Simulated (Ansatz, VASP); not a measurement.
**Two plane-wave programs on Ta**

INCAR

```
SYSTEM = Ta
AGGAC = 1.0
AGGAX = 1.0
ALDAC = 0.0
ALDAX = 1.0
ALGO = Normal
EDIFF = 1E-6
ENCUT = 500
GGA = B5
GGA_COMPAT = .False.
ISIF = 2
ISMEAR = -1
LASPH = .True.
LCHARG = .True.
LMAXMIX = 4
LORBIT = 11
LORBMOM = .True.
LREAL = .False.
LSORBIT = .True.
LVHAR = .True.
LWAVE = .False.
MAGMOM = 0 0 0
NBANDS = 24
NELM = 200
PREC = Accurate
SIGMA = 0.1
```

Contents of KPOINTS:

```
k-points
0
Gamma
  11 11 11
  0 0 0
```

File POSCAR:

```
Ta
1.0
   -1.6512800000      1.6512800000      1.6512800000
    1.6512800000     -1.6512800000      1.6512800000
    1.6512800000      1.6512800000     -1.6512800000
Ta
1
Direct
    0.0000000000      0.0000000000      0.0000000000
```

The input input.yaml:

```yaml
crystal:
  lattice:
    - [-1.65128, 1.65128, 1.65128]
    - [1.65128, -1.65128, 1.65128]
    - [1.65128, 1.65128, -1.65128]
  atoms:
    - { symbol: Ta, position: [0.0, 0.0, 0.0] }
hamiltonian:
  xc: blyp
  pseudopotentials: { kind: nc_fr, accuracy: standard }
magnetization:
  noncollinear: true
  spin_orbit: true
kpoints:
  mp_grid: { grid: [11, 11, 11] }
scf:
  occupations: { method: fermi_dirac, width: 0.1 }
  n_extra_bands: 6
output:
  forces: true
  stress: true
  eigenvalues: true
  dos: { projected: true, de: 0.05, nscf_kmesh: { grid: [17, 17, 17] } }
```

Alike in both runs: functional BLYP; k mesh 11 × 11 × 11; occupations fermi-dirac, width 0.1 eV; non-collinear spin, spin-orbit coupling.

|  | VASP | Ansatz |
| --- | --- | --- |
| version | VASP 6.6.1 | Ansatz 0.2.0 |
| potentials or method | VASP PAW PBE potentials, release 64 (Ta_sv_GW) | PseudoDojo standard (PBE files) |
| plane-wave cutoff (eV) | 500 | 789 |
| valence electrons in the cell | 13 | 13 |
| task | single point | projected density of states |

```csv
,VASP,Ansatz,Ansatz less VASP
pressure (GPa),8.6,9.1,+0.51
net moment per atom (μB),0.00,0.00,0.000
```

VASP's potentials were made for PBE, not for BLYP.

Noted on Ansatz's run: the potentials were made for another functional, which shifts forces and pressure.
